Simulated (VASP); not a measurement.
# Li (P6/mmm) in VASP: notebook

Runs on Li. Level: PBEsol. Tasks: single point, relaxation of cell and atoms.

Everything below comes from runs of VASP 6.6.1. Logs are shortened: lines on timing, memory, paths and dates and some standing lists are left out, and cuts for length are marked.

## (1) The cell of the first run

Symmetry: P6/mmm, No. 191, hexagonal system. The conventional cell has a = 4.929 Å, b = 4.929 Å, c = 2.884 Å, α = 90.00°, β = 90.00°, γ = 120.00°. Within 3.8 Å of Li (site symmetry 6/mmm) lie 14 Li at 2.88 to 3.19 Å. Li (site symmetry -6m2) has 11 Li at 2.85 to 3.19 Å within 3.7 Å.

This isn't the form of Li at room conditions, which is bcc.

## (2) Single point, PBEsol

File INCAR:

```
SYSTEM = Li
  ALGO = Normal
  EDIFF = 1E-6
  ENCUT = 520
  GGA = PS
  ISIF = 2
  ISMEAR = -1
  LASPH = .True.
  LCHARG = .False.
  LREAL = .False.
  LWAVE = .False.
  NBANDS = 12
  NELM = 80
  PREC = Accurate
  SIGMA = 0.1
```

File KPOINTS:

```
k-points
0
Gamma
  10 10 14
  0 0 0
```

File POSCAR:

```
Li
1.0
    4.9287205047      0.0000000000      0.0000000000
   -2.4643602523      4.2683971652      0.0000000000
    0.0000000000      0.0000000000      2.8844475853
Li
3
Direct
    0.0000000000      1.0000000000      0.0000000000
    0.3333333333      0.6666666667      0.5000000000
    0.6666666667      0.3333333333      0.5000000000
```

Potentials or basis: VASP PAW PBE potentials, release 64 (Li_sv).

Started as:

```bash
$ cat potpaw_PBE.64/Li_sv/POTCAR > POTCAR
$ mpirun -np 1 vasp_std > vasp.out
```

OUTCAR:

```text
SYSTEM = Li
   EDIFF = 1E-6
   ENCUT = 520
   GGA = PS
   ISIF = 2
   ISMEAR = -1
   LASPH = .True.
   LREAL = .False.
   NELM = 80
   PREC = Accurate

 ion  position               nearest neighbor table
   1  0.000  0.000  0.000-
   2  0.333  0.667  0.500-
   3  0.667  0.333  0.500-

  LATTYP: Found a hexagonal cell.
 ALAT       =     4.9287205047
 C/A-ratio  =     0.5852325330

  Lattice vectors:

 A1 = (   4.9287205047,   0.0000000000,   0.0000000000)
 A2 = (  -2.4643602523,   4.2683971652,   0.0000000000)
 A3 = (   0.0000000000,   0.0000000000,   2.8844475853)

Analysis of symmetry for initial positions (statically):
=====================================================================
 Subroutine PRICEL returns:
 Original cell was already a primitive cell.

 Routine SETGRP: Setting up the symmetry group for a
 hexagonal supercell.

 Subroutine GETGRP returns: Found 24 space group operations
 (whereof 24 operations were pure point group operations)
 out of a pool of 24 trial point group operations.

The static configuration has the point symmetry D_6h.

Analysis of symmetry for dynamics (positions and initial velocities):
=====================================================================
 Subroutine PRICEL returns:
 Original cell was already a primitive cell.

 Routine SETGRP: Setting up the symmetry group for a
 hexagonal supercell.

 Subroutine GETGRP returns: Found 24 space group operations
 (whereof 24 operations were pure point group operations)
 out of a pool of 24 trial point group operations.

The dynamic configuration has the point symmetry D_6h.

 Subroutine INISYM returns: Found 24 space group operations
 (whereof 24 operations are pure point group operations),
 and found     1 'primitive' translations

----------------------------------------------------------------------------------------

                                     Primitive cell

  volume of cell :      60.6822

  direct lattice vectors                    reciprocal lattice vectors
     4.928720505  0.000000000  0.000000000     0.202892414  0.117139990  0.000000000
    -2.464360252  4.268397165  0.000000000     0.000000000  0.234279979  0.000000000
     0.000000000  0.000000000  2.884447585     0.000000000  0.000000000  0.346686834

  length of vectors
     4.928720505  4.928720505  2.884447585     0.234279979  0.234279979  0.346686834

  position of ions in fractional coordinates (direct lattice)
     0.000000000  0.000000000  0.000000000
     0.333333333  0.666666667  0.500000000
[... 85 lines left out ...]
   ISIF   =      2    stress and relaxation
   ISYM   =      2    0-nonsym 1-usesym 2-fastsym
   POTIM  = 0.5000    time-step for ionic-motion
   TEBEG  =    0.0;   TEEND  =   0.0 temperature during run
   PSTRESS=    0.0 pullay stress
   NELECT =       9.0000    total number of electrons
   NUPDOWN=      -1.0000    fix difference up-down
   EMIN   =  10.00;   EMAX   =-10.00  energy-range for DOS
   EFERMI =   0.00;   METHOD = LEGACY
   ISMEAR =    -1;   SIGMA  =   0.10  broadening in eV -4-tet -1-fermi 0-gaus
   EFERMI_NEDOS =   21; number of points for ismear=-14 and -15
   IALGO  =     38    algorithm
   IMIX   =      4    mixing-type and parameters
     AMIX     =   0.40;   BMIX     =  1.00
     AMIX_MAG =   1.60;   BMIX_MAG =  1.00
  volume/ion in A,a.u.               =      20.23       136.50
  Fermi-wavevector in a.u.,A,eV,Ry     =   0.866566  1.637573 10.217119  0.750937
  Thomas-Fermi vector in A             =   1.984974
   LORBIT       =      0    0 simple, 1 ext, 2 COOP (PROOUT), +10 PAW based schemes
   GGA     = PS    functional components
   LHFCALC =     F    Hartree Fock is set to
   AEXX    =    0.0000 exact exchange contribution
   IVDW    =     0    specifies the selected vdW correction
   LEPSILON=     F    determine dielectric tensor
   LRPA    =     F    only Hartree local field effects (RPA)
 non-spin polarized calculation
  energy-cutoff  :      520.00
  volume of cell :       60.68
 maximum number of plane-waves:      1648
 NGX is ok and might be reduce to    40
   NGX = 19   NGY = 19   NGZ = 11

 number of electron       8.9999989 magnetization

 Free energy of the ion-electron system (eV)
  ---------------------------------------------------
  ext. energy  EPLUGINS =         0.00000000
  ---------------------------------------------------
  free energy    TOTEN  =        -5.88635803 eV

  energy without entropy =       -5.83895011  energy(sigma->0) =       -5.86265407

 E-fermi :   0.6389     XC(G=0):  -7.0226

 val. band max:        0.6357548788   @ k =   0.3000   0.1000   0.0000
 cond. band min:       0.6579998953   @ k =   0.3000  -0.0000   0.5000
 fundamental gap:      0.0222450165
 Fermi energy:         0.6388864796

 k-point     1 :       0.0000    0.0000    0.0000
  band No.  band energies     occupation
      1     -45.3361      2.00000
      2     -45.3142      2.00000
      3     -45.2166      2.00000
      4      -2.9221      2.00000
      5       2.7303      0.00000
      6       2.7303      0.00000
      7       2.7879      0.00000
      8       2.7879      0.00000
      9       6.5031      0.00000
     10       6.6751      0.00000
     11      10.8464      0.00000
     12      14.9963      0.00000
[... 331 lines left out ...]
 k-point    24 :       0.4000    0.1000    0.0714
  band No.  band energies     occupation
      1     -45.3279      2.00000
      2     -45.3208      2.00000
      3     -45.2165      2.00000
      4      -1.5688      2.00000
      5      -0.9588      2.00000
      6       0.5697      1.33267
      7       4.1463      0.00000
      8       7.6105      0.00000
      9       9.0290      0.00000
     10       9.7533      0.00000
     11      10.8080      0.00000
     12      10.9314      0.00000

 [... further k-points ...]
[... 5 lines left out ...]
  --------------------------------------------------------------------------------------
  -------------------------------------------------------------------------------------
  Total       -0.0492074     -0.0492074      0.0205322     -0.0000000      0.0000000      0.0000000
  in kB       -1.2992104     -1.2992104      0.5421057     -0.0000000      0.0000000      0.0000000
  external PRESSURE =      -0.6854383 kB  Pullay stress =       0.0000000 kB

 VOLUME and BASIS-vectors are now :
 -----------------------------------------------------------------------------
  energy-cutoff  :      520.00
  volume of cell :       60.68
      direct lattice vectors                 reciprocal lattice vectors
     4.928720505  0.000000000  0.000000000     0.202892414  0.117139990  0.000000000
    -2.464360252  4.268397165  0.000000000     0.000000000  0.234279979  0.000000000
     0.000000000  0.000000000  2.884447585     0.000000000  0.000000000  0.346686834

 POSITION                                       TOTAL-FORCE (eV/Angst)
 -----------------------------------------------------------------------------------
      0.00000      0.00000      0.00000        -0.000000      0.000000     -0.000000
     -0.00000      2.84560      1.44222        -0.000000      0.000000     -0.000000
      2.46436      1.42280      1.44222         0.000000      0.000000      0.000000
 -----------------------------------------------------------------------------------
    total drift:                               -0.000000      0.000000      0.000000

  FREE ENERGIE OF THE ION-ELECTRON SYSTEM (eV)
  ---------------------------------------------------
  free  energy   TOTEN  =        -5.8863580297 eV

  energy  without entropy=       -5.8389501072  energy(sigma->0) =       -5.86265407
```

OSZICAR:

```text
N       E                     dE             d eps       ncg     rms          rms(c)
DAV:   1     0.256209328841E+02    0.25621E+02   -0.35437E+03  2688   0.661E+02
DAV:   2     0.183812160222E+00   -0.25437E+02   -0.24723E+02  3132   0.148E+02
DAV:   3    -0.580650609182E+01   -0.59903E+01   -0.59317E+01  5220   0.389E+01
DAV:   4    -0.589189501304E+01   -0.85389E-01   -0.85341E-01  3284   0.785E+00
DAV:   5    -0.589399123976E+01   -0.20962E-02   -0.20961E-02  4256   0.975E-01    0.607E-01
DAV:   6    -0.588867984079E+01    0.53114E-02   -0.17422E-03  4376   0.243E-01    0.345E-01
DAV:   7    -0.588630669542E+01    0.23731E-02   -0.58808E-03  4760   0.388E-01    0.606E-02
DAV:   8    -0.588637761417E+01   -0.70919E-04   -0.59325E-04  3708   0.158E-01    0.379E-02
DAV:   9    -0.588635810394E+01    0.19510E-04   -0.33373E-05  3708   0.569E-02    0.163E-03
DAV:  10    -0.588635802973E+01    0.74202E-07   -0.92568E-06  3816   0.208E-02
   1 F= -.58863580E+01 E0= -.58626541E+01  d E =-.474079E-01
```

stdout:

```text
POSCAR found type information on POSCAR Li
 POSCAR found :  1 types and       3 ions
 scaLAPACK will be used
 -----------------------------------------------------------------------------
|                                                                             |
|                                                                             |
|     You enforced a specific xc type in the INCAR file but a different       |
|     I HOPE YOU KNOW WHAT YOU ARE DOING!                                     |
|                                                                             |
 -----------------------------------------------------------------------------

 LDA part: xc-table for (Slater+PW92), standard interpolation
 POSCAR, INCAR and KPOINTS ok, starting setup
 FFT: planning ... GRIDC
 FFT: planning ... GRID_SOFT
 FFT: planning ... GRID
 WAVECAR not read
 entering main loop
```

It took 29 s on 1 thread of Intel Xeon Platinum 8488C (Sapphire Rapids), shared host; peak memory 0.2 GiB.

What came out:

| Property | Result |
| --- | --- |
| Free energy | -5.8864 eV |
| Band gap on the k mesh | zero (an odd number of electrons rules out a gap without spin polarisation) |

Caveat: the cutoff is under 1.25 times the usual one of these potentials, so pressure, stress and relaxed cells hold a basis-set (Pulay) error; the PAW data sets were made with another functional, which shifts forces and pressure a little.

## (3) Relaxation of cell and atoms, PBEsol

This run uses another cell than the first one, of 21.61 Å³/atom.

File INCAR:

```
  PREC = Accurate
  ENCUT = 600
  EDIFF = 1E-6
  ISMEAR = -1
  SIGMA = 0.1
  LREAL = F
  LASPH = T
  NELM = 80
  ALGO = Normal
  ISIF = 3
  LWAVE = F
  LCHARG = F
  GGA = PS
  IBRION = 2
  NSW = 80
  EDIFFG = -0.01
```

File KPOINTS:

```
regular mesh
0
Gamma
  7 7 10
```

File POSCAR:

```
Li
1.0
    4.9612054717      0.0000000000      0.0000000000
   -2.4806027358      4.2965299719      0.0000000000
    0.0000000000      0.0000000000      3.0412189541
Li
3
Direct
    0.0000000000      0.0000000000      0.0000000000
    0.3333333333      0.6666666667      0.5000000000
    0.6666666667      0.3333333333      0.5000000000
```

Potentials or basis: VASP PAW PBE potentials, release 64 (Li_sv).

Started as:

```bash
$ cat potpaw_PBE.64/Li_sv/POTCAR > POTCAR
$ mpirun -np 1 vasp_std > vasp.out
```

Wall time 45 s (1 thread of Intel Xeon Platinum 8488C (Sapphire Rapids), shared host); peak memory 0.19 GiB.

The run converged. Its results:

- Free energy: -5.8911 eV
- Relaxed volume: 19.97 Å³/atom
- Relaxed cell: a = 4.908 Å, b = 4.908 Å, c = 2.872 Å, α = 90.00°, β = 90.00°, γ = 120.00°
- Space group after relaxing (to 0.1 Å): P6/mmm (No. 191)
- Energy gained by relaxing: 7.1 meV/atom
- Ionic steps: 7
- Pressure after relaxing: 0.0 GPa
- Band gap on the k mesh: zero (an odd number of electrons rules out a gap without spin polarisation)

The path:
```
step  energy change (eV)  largest force (eV/Å)  pressure (GPa)  volume (Å³)
   1              0.0000                0.0000           -0.87        64.83
   2             -0.0074                0.0000           -0.69        63.73
   3             -0.0201                0.0000           -0.11        60.51
   4             -0.0209                0.0000            0.13        59.44
   5             -0.0209                0.0000            0.09        59.58
   6             -0.0212                0.0000            0.06        59.71
   7             -0.0214                0.0000            0.01        59.91
```

Final structure:
```
Li
1.0
     4.90815    0.00000    0.00000
    -2.45408    4.25059    0.00000
     0.00000    0.00000    2.87183
Li
3
Direct
  0.00000 0.00000 0.00000
  0.33333 0.66667 0.50000
  0.66667 0.33333 0.50000
```

Levels at points of the mesh, in eV from the Fermi level:
```csv
k point,band 2,band 3,band 4,band 5,band 6,band 7
"(0.00, 0.00, 0.00)",-45.95,-45.85,-3.60,2.08,2.08,2.14
"(0.00, 0.00, 0.50)",-45.94,-45.84,-0.55,0.12,5.44,5.50
```

Caveat: the cutoff is under 1.25 times the usual one of these potentials, so pressure, stress and relaxed cells hold a basis-set (Pulay) error; the PAW data sets were made with another functional, which shifts forces and pressure a little.
